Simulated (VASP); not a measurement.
# Mg2Si3N3 (R32) in VASP: single point with PBE

Aim: the single point of Mg2Si3N3 with PBE.

All numbers are computed with VASP 6.6.1; they aren't measurements. Logs are shortened: lines on timing, memory, paths and dates and some standing lists are left out, and cuts for length are marked.

## Step 1: The cell of the first run

It takes space group R32 (No. 155, trigonal). The conventional cell has a = 4.935 Å, b = 4.935 Å, c = 15.044 Å, α = 90.00°, β = 90.00°, γ = 120.00°. Within 2.8 Å of Mg (site symmetry 3) lie 1 N at 2.10 Å. Si (site symmetry 2) has 2 N at 1.82 Å within 2.4 Å. N (site symmetry 3) has 3 Si at 1.82 Å and 1 Mg at 2.10 Å within 2.4 Å. N (site symmetry 32) has 6 Mg at 2.85 Å and 8 N at 3.02 to 3.48 Å and 6 Si at 3.06 Å within 3.8 Å.

## Step 2: Single point, PBE

File INCAR:

```
PREC = Accurate
ENCUT = 600
EDIFF = 1E-6
ISMEAR = 0
SIGMA = 0.2
LREAL = F
LASPH = T
NELM = 120
ALGO = Normal
ISIF = 2
LWAVE = F
LCHARG = F
GGA = PE
NBANDS = 26
GGA_COMPAT = F
```

File KPOINTS:

```
regular mesh
0
Gamma
  4 4 4
```

File POSCAR:

```
Mg2Si3N3
1.0
    2.4676071251      1.4246736379      5.0147490077
   -2.4676071251      1.4246736379      5.0147490077
    0.0000000000     -2.8493472759      5.0147490077
Mg Si N
2 3 3
Direct
    0.1599985921      0.1599985921      0.1599985921
    0.8400014079      0.8400014079      0.8400014079
    0.2947637531      0.7052362469      0.0000000000
    0.0000000000      0.2947637531      0.7052362469
    0.7052362469      0.0000000000      0.2947637531
    0.2992670914      0.2992670914      0.2992670914
    0.7007329086      0.7007329086      0.7007329086
    0.5000000000      0.5000000000      0.5000000000
```

Potentials or basis: VASP PAW PBE potentials, release 64 (Mg, Si, N).

On the command line:

```bash
cat potpaw_PBE.64/Mg/POTCAR potpaw_PBE.64/Si/POTCAR potpaw_PBE.64/N/POTCAR > POTCAR
mpirun -np 1 vasp_std > vasp.out
```

OUTCAR:

```text
PREC = Accurate
   ENCUT = 600
   EDIFF = 1E-6
   ISMEAR = 0
   LREAL = F
   LASPH = T
   NELM = 120
   ISIF = 2
   GGA = PE

 ion  position               nearest neighbor table
   1  0.160  0.160  0.160-   6 2.10   5 2.81   3 2.81   4 2.81   2 2.86   2 2.86   2 2.86   3 3.14
                             5 3.14   4 3.14
   2  0.840  0.840  0.840-   7 2.10   4 2.81   3 2.81   5 2.81   1 2.86   1 2.86   1 2.86   3 3.14
                             4 3.14   5 3.14
   3  0.295  0.705  0.000-   6 1.82   7 1.82   4 2.52   5 2.52   2 2.81   1 2.81   5 3.03   4 3.03
                             4 3.03   5 3.03   2 3.14   1 3.14
   4  0.000  0.295  0.705-   7 1.82   6 1.82   3 2.52   5 2.52   2 2.81   1 2.81   3 3.03   5 3.03
                             5 3.03   3 3.03   2 3.14   1 3.14
   5  0.705  0.000  0.295-   6 1.82   7 1.82   3 2.52   4 2.52   1 2.81   2 2.81   3 3.03   4 3.03
                             4 3.03   3 3.03   1 3.14   2 3.14
   6  0.299  0.299  0.299-   3 1.82   5 1.82   4 1.82   1 2.10
   7  0.701  0.701  0.701-   3 1.82   4 1.82   5 1.82   2 2.10
   8  0.500  0.500  0.500-

  LATTYP: Found a trigonal (rhomboedric) cell.
 ALAT       =     5.7677107685
 COS(alpha) =     0.6339207785

  Lattice vectors:

 A1 = (   2.4676071251,   1.4246736379,   5.0147490077)
 A2 = (  -2.4676071251,   1.4246736379,   5.0147490077)
 A3 = (   0.0000000000,  -2.8493472759,   5.0147490077)

Analysis of symmetry for initial positions (statically):
=====================================================================
 Subroutine PRICEL returns:
 Original cell was already a primitive cell.

 Routine SETGRP: Setting up the symmetry group for a
 trigonal (rhombohedral) supercell.

 Subroutine GETGRP returns: Found  6 space group operations
 (whereof  6 operations were pure point group operations)
 out of a pool of 12 trial point group operations.

The static configuration has the point symmetry D_3 .

Analysis of symmetry for dynamics (positions and initial velocities):
=====================================================================
 Subroutine PRICEL returns:
 Original cell was already a primitive cell.

 Routine SETGRP: Setting up the symmetry group for a
 trigonal (rhombohedral) supercell.

 Subroutine GETGRP returns: Found  6 space group operations
 (whereof  6 operations were pure point group operations)
 out of a pool of 12 trial point group operations.

The dynamic configuration has the point symmetry D_3 .

 Subroutine INISYM returns: Found  6 space group operations
 (whereof  6 operations are pure point group operations),
[... 102 lines left out ...]
   ISIF   =      2    stress and relaxation
   ISYM   =      2    0-nonsym 1-usesym 2-fastsym
   POTIM  = 0.5000    time-step for ionic-motion
   TEBEG  =    0.0;   TEEND  =   0.0 temperature during run
   PSTRESS=    0.0 pullay stress
   NELECT =      31.0000    total number of electrons
   NUPDOWN=      -1.0000    fix difference up-down
   EMIN   =  10.00;   EMAX   =-10.00  energy-range for DOS
   EFERMI =   0.00;   METHOD = LEGACY
   ISMEAR =     0;   SIGMA  =   0.20  broadening in eV -4-tet -1-fermi 0-gaus
   EFERMI_NEDOS =   21; number of points for ismear=-14 and -15
   IALGO  =     38    algorithm
   IMIX   =      4    mixing-type and parameters
     AMIX     =   0.40;   BMIX     =  1.00
     AMIX_MAG =   1.60;   BMIX_MAG =  1.00
  volume/ion in A,a.u.               =      13.22        89.23
  Fermi-wavevector in a.u.,A,eV,Ry     =   1.087422  2.054930 16.088707  1.182487
  Thomas-Fermi vector in A             =   2.223581
   LORBIT       =      0    0 simple, 1 ext, 2 COOP (PROOUT), +10 PAW based schemes
   GGA     = PE    functional components
   LHFCALC =     F    Hartree Fock is set to
   AEXX    =    0.0000 exact exchange contribution
   IVDW    =     0    specifies the selected vdW correction
   LEPSILON=     F    determine dielectric tensor
   LRPA    =     F    only Hartree local field effects (RPA)
 non-spin polarized calculation
 Gauss-broadening in eV      SIGMA  =   0.20
  energy-cutoff  :      600.00
  volume of cell :      105.78
 maximum number of plane-waves:      3546
 NGX is ok and might be reduce to    48
   NGX = 23   NGY = 23   NGZ = 23

 number of electron      30.9999999 magnetization

 Free energy of the ion-electron system (eV)
  ---------------------------------------------------
  ext. energy  EPLUGINS =         0.00000000
  ---------------------------------------------------
  free energy    TOTEN  =       -41.61165181 eV

  energy without entropy =      -41.51966833  energy(sigma->0) =      -41.56566007

 E-fermi :   6.2448     XC(G=0): -10.3493

 val. band max:        6.1923743102   @ k =   0.5000   0.2500   0.2500
 cond. band min:       6.2624500193   @ k =   0.5000   0.2500   0.0000
 fundamental gap:      0.0700757092
 Fermi energy:         6.2447644814

 k-point     1 :       0.0000    0.0000    0.0000
  band No.  band energies     occupation
      1     -11.5403      2.00000
      2      -9.6369      2.00000
      3      -5.8025      2.00000
      4      -2.1416      2.00000
      5      -2.1416      2.00000
      6      -1.8009      2.00000
[... 366 lines left out ...]
     25      12.5800      0.00000
     26      13.8444      0.00000

------------------------ aborting loop because EDIFF is reached ----------------------------------------

  FORCE on cell =-STRESS in cart. coord.  units (eV):
  Direction    XX          YY          ZZ          XY          YZ          ZX
  --------------------------------------------------------------------------------------
  -------------------------------------------------------------------------------------
  Total       -0.3605180     -0.3605180     -0.1553269      0.0000000      0.0000000      0.0000000
  in kB       -5.4606664     -5.4606664     -2.3526935      0.0000000      0.0000000      0.0000000
  external PRESSURE =      -4.4246754 kB  Pullay stress =       0.0000000 kB

 VOLUME and BASIS-vectors are now :
 -----------------------------------------------------------------------------
  energy-cutoff  :      600.00
  volume of cell :      105.78
      direct lattice vectors                 reciprocal lattice vectors
     2.467607125  1.424673638  5.014749008     0.202625448  0.116985857  0.066470592
    -2.467607125  1.424673638  5.014749008    -0.202625448  0.116985857  0.066470592
     0.000000000 -2.849347276  5.014749008     0.000000000 -0.233971714  0.066470592

 POSITION                                       TOTAL-FORCE (eV/Angst)
 -----------------------------------------------------------------------------------
      0.00000     -0.00000      2.40706         0.000000      0.000000     -0.027837
      0.00000     -0.00000     12.63719         0.000000     -0.000000      0.027837
     -1.01288      1.42467      5.01475        -0.020933      0.000000      0.000000
     -0.72736     -1.58952      5.01475         0.010467     -0.018129      0.000000
      1.74025      0.16485      5.01475         0.010467      0.018129      0.000000
      0.00000     -0.00000      4.50225         0.000000     -0.000000      0.042994
      0.00000     -0.00000     10.54200         0.000000      0.000000     -0.042994
      0.00000     -0.00000      7.52212         0.000000      0.000000      0.000000
 -----------------------------------------------------------------------------------
    total drift:                                0.000000     -0.000000      0.000000

  FREE ENERGIE OF THE ION-ELECTRON SYSTEM (eV)
  ---------------------------------------------------
  free  energy   TOTEN  =       -41.6116518103 eV

  energy  without entropy=      -41.5196683255  energy(sigma->0) =      -41.56566007
```

It took 53 s on 1 thread of Intel Xeon Platinum 8559C (Emerald Rapids), shared host; peak memory 0.33 GiB.

What came out:

- Free energy: -41.6117 eV
- Pressure: -0.4 GPa
- Largest force: 0.043 eV/Å

Forces in eV/Å, atoms in the order of the input:
```
Mg   0.000  0.000 -0.028
Mg   0.000  0.000  0.028
Si  -0.021  0.000  0.000
Si   0.010 -0.018  0.000
Si   0.010  0.018  0.000
N    0.000  0.000  0.043
N    0.000  0.000 -0.043
N    0.000  0.000  0.000
```

Levels at points of the mesh, in eV from the Fermi level:
```
           k point  band 14  band 15  band 16  band 17  band 18  band 19
(0.00, 0.00, 0.00)     0.03     0.06     0.06     0.34     0.54     0.54
(0.50, 0.00, 0.00)    -1.32    -0.73    -0.38     2.14     2.74     2.94
(0.50, 0.50, 0.00)    -0.14    -0.13     0.18     0.63     1.15     2.16
(0.50, 0.50, 0.50)    -1.11    -0.91    -0.91     1.84     1.84     2.52
```

Caveat: the k points lie up to 0.38 Å⁻¹ apart.
